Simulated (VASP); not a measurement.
Runs of VASP 6.6.1 on PtS2. Symmetry: Fm-3m, No. 225, cubic system. Conventional cell: a = 5.952 Å, b = 5.952 Å, c = 5.952 Å, α = 90.00°, β = 90.00°, γ = 90.00°. Pt (site symmetry m-3m) has 8 S at 2.58 Å within 3.4 Å. Within 3.4 Å of S (site symmetry -43m) lie 4 Pt at 2.58 Å and 6 S at 2.98 Å. 

| level | potentials or basis | spin | k mesh | gap on the mesh (eV) | pressure (GPa) |
| --- | --- | --- | --- | --- | --- |
| PBEsol | VASP PAW PBE potentials, release 64 (Pt, S) | off | 4 × 4 × 4 | none | -4.1 |
| PBE | VASP PAW PBE potentials, release 64 (Pt, S) | non-collinear, zero start, SOC | 4 × 4 × 4 | - | 1.4 |
| LDA | VASP PAW LDA potentials, release 64 (Pt, S) | off | 6 × 6 × 6 | none | (a) |
| PBE | VASP PAW PBE potentials, release 64 (Pt, S) | off | 4 × 4 × 4 | none | 1.3 |

Alike in all rows: task single point; cell as given; cutoff (eV) 500; smearing fermi-dirac 0.02 eV.

Question: Estimate the missing entries.

Answer: (a) -6.6.

Caveats: some runs use coarse meshes; spin-orbit coupling is left out, which moves the levels of the heavy elements (at least some runs); the PAW data sets were made with another functional, which shifts forces and pressure a little (at least some runs); the cell stands under tension (at least some runs).

A k mesh can miss the band edges, and rows without SOC leave out spin-orbit coupling on Pt.

A gap of «none» marks levels without a gap at the run's occupations.
